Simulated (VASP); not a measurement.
SiC:

```
Si C
1.0
     0.00000    2.17814    2.17814
     2.17814    0.00000    2.17814
     2.17814    2.17814    0.00000
Si C
1 1
Direct
  0.95842 0.00863 0.98178
  0.79158 0.74137 0.76822
```

* Program: VASP 6.6.1
* Task: relaxation of cell and atoms
* Functional: r2SCAN
* Potentials or basis: VASP PAW PBE potentials, release 64 (Si, C)
* Cutoff: 600 eV
* k mesh: 8 × 8 × 8
* Occupations: gaussian, width 0.05 eV
* Spin: no spin polarisation

At the start: pressure 12.4 GPa; volume 10.33 Å³/atom.

Q: How do energy, volume and symmetry change on relaxing?

A: Over 17 steps the energy falls by 505.5 meV/atom and the volume is 10.32 Å³/atom (-0.1 %); space group P1 (No. 1, to 0.1 Å) before, F-43m (No. 216, to 0.1 Å).

The path:
```tsv
step	energy change (eV)	largest force (eV/Å)	pressure (GPa)	volume (Å³)
1	0.0000	7.7827	12.44	20.67
2	0.0945	2.0269	10.30	22.98
3	0.0056	2.1999	7.81	22.76
4	-0.1298	2.5026	4.46	22.49
5	-0.6958	2.8882	-4.64	21.59
6	-0.7876	2.5638	-3.45	21.13
7	-0.7965	2.5648	-4.55	21.27
8	-0.7980	2.5443	-4.32	21.23
9	-0.8635	2.1133	1.91	20.72
10	-0.9805	0.6153	-3.03	20.95
11	-1.0005	0.4551	2.34	20.44
12	-1.0090	0.1074	0.18	20.62
13	-1.0104	0.1028	0.13	20.63
14	-1.0108	0.0444	0.13	20.62
15	-1.0110	0.0166	-0.06	20.64
16	-1.0110	0.0157	-0.05	20.64
17	-1.0110	0.0077	-0.01	20.64
```

Final structure:
```
Si C
1.0
     0.00027    2.17656    2.17745
     2.17711   -0.00062    2.17708
     2.17754    2.17642    0.00015
Si C
1 1
Cartesian
  4.3544 2.1758 2.1773
  3.2664 3.2642 3.2659
```

Caveat: the PAW data sets were made with another functional, which shifts forces and pressure a little.
